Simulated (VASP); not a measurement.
SiC, 8 atoms in the cell. Symmetry: Cmc2_1, No. 36, orthorhombic system. Conventional cell: a = 2.924 Å, b = 5.331 Å, c = 9.605 Å, α = 90.00°, β = 90.00°, γ = 90.00°. Si (site symmetry m) has 4 C at 1.81 to 1.88 Å within 2.4 Å. Si (site symmetry m) has 4 C at 1.80 to 1.87 Å within 2.4 Å. C (site symmetry m) has 4 Si at 1.81 to 1.87 Å within 2.4 Å. C (site symmetry m) has 4 Si at 1.80 to 1.88 Å within 2.4 Å.  This cell differs from its parent crystal: normal strain along x -0.0500, normal strain along z -0.0467.

```yaml
Program: VASP 6.6.1
Task: single point
Functional: PBEsol
Potentials_or_basis: VASP PAW PBE potentials, release 64 (Si, C)
Cutoff: 600 eV
k_mesh: 12 × 12 × 4
Occupations: gaussian, width 0.05 eV
Spin: no spin polarisation
Dipole_correction: no
Further_INCAR_settings: ALGO = Normal; EDIFF = 1e-06; NBANDS = 26
```

Potentials or basis: VASP PAW PBE potentials, release 64 (Si, C).

Command:

```console
$ cat potpaw_PBE.64/Si/POTCAR potpaw_PBE.64/C/POTCAR > POTCAR
$ mpirun -np 1 vasp_std > vasp.out
```

Hardware: 1 thread of Oxide Virtual Turin-like Processor (shared host).

**Question.** Estimate the wall time of this run.

**Answer.** It took 5 min on 1 thread of Oxide Virtual Turin-like Processor, with other jobs on the host, peak memory 0.32 GiB. Counts: scf iterations 13, k points 129.
